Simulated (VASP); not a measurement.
## S: single point with LDA

S:

```
S
1.0
     0.00000    1.77685    2.51247
     1.77685    0.00000    2.51247
     1.77685    1.77685    0.00000
S
1
Direct
  0.00000 0.00000 0.00000
```

This cell differs from its parent crystal: ratio of the length along z to the lengths across it x 1.414, volume and fractional coordinates fixed.

```
Program             : VASP 6.6.1
Task                : single point
Functional          : LDA
Potentials or basis : VASP PAW LDA potentials, release 64 (S)
Cutoff              : 520 eV
k mesh              : 22 × 22 × 22
Occupations         : gaussian, width 0.15 eV
Spin                : no spin polarisation
```

```yaml
Pressure: -4.9 GPa
Band_gap_on_the_k_mesh: zero (bands 3 and 4 overlap by 6.89 eV)
```

Stress tensor (GPa, compression positive):
```
-11.90   0.00   0.00
  0.00 -11.90   0.00
  0.00   0.00   9.09
```

Levels at points of the mesh, in eV from the Fermi level:
| k point | band 1 | band 2 | band 3 | band 4 | band 5 | band 6 |
| --- | --- | --- | --- | --- | --- | --- |
| (0.00, 0.00, 0.00) | -16.79 | 1.17 | 3.92 | 3.92 | 9.40 | 9.93 |
| (0.50, 0.00, 0.00) | -12.40 | -7.57 | -0.59 | 4.79 | 6.18 | 13.05 |
| (0.50, 0.50, 0.00) | -14.11 | -7.30 | 2.42 | 2.42 | 7.77 | 9.66 |
| (0.50, 0.00, 0.50) | -9.04 | -5.60 | -3.48 | 0.25 | 4.05 | 6.24 |

Run time: 57 s on 1 thread of Intel Xeon 8259CL, on a shared host, peak memory 0.2 GiB.

Caveat: the cell stands under tension.
